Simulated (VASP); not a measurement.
A run of VASP 6.6.1 is set up as follows.

INCAR

```
ALGO = Normal
EDIFF = 1E-8
ENCUT = 520
GGA = PS
ISIF = 2
ISMEAR = -1
LASPH = T
LCHARG = F
LEFG = T
LREAL = F
LWAVE = F
NBANDS = 24
NELM = 100
PREC = Accurate
SIGMA = 0.01
```

KPOINTS

```
k-points
0
Gamma
  9 9 5
```

POSCAR

```
TaN
1.0
    3.0480019786     -0.0152400099     -0.0152400099
   -1.5371992250      2.6472671492     -0.0055782308
   -0.0245900000     -0.0245900000      4.9180000000
Ta N
2 2
Direct
    0.0000000000      0.0000000000      0.0000000000
    0.0000000000      0.0000000000      0.5000000000
    0.3333333333      0.6666666667      0.2500000000
    0.6666666667      0.3333333333      0.7500000000
```

Potentials or basis: VASP PAW PBE potentials, release 64 (Ta_pv, N).

Launch:

```sh
$ cat potpaw_PBE.64/Ta_pv/POTCAR potpaw_PBE.64/N/POTCAR > POTCAR
$ mpirun -np 1 vasp_std > vasp.out
```

Problem. Estimate the largest force.

Solution. 0.222 eV/Å.

Problem. Estimate the band gap on the k mesh.

Solution. Zero (bands 16 and 17 overlap by 2.51 eV).

Stress tensor (GPa, compression positive):
```
 21.91   1.23   2.54
  1.23  21.96   2.52
  2.54   2.52 106.86
```

Caveat: the cell differs from its parent crystal (equal xy, yz and zx shear strains of -1 %); the cell stands under pressure; without QUAD_EFG the Cq values of the log hold for a quadrupole moment of 1 mb, not for the nuclei; the PAW data sets were made with another functional, which shifts forces and pressure a little; spin-orbit coupling is left out, which moves the levels of the heavy elements.
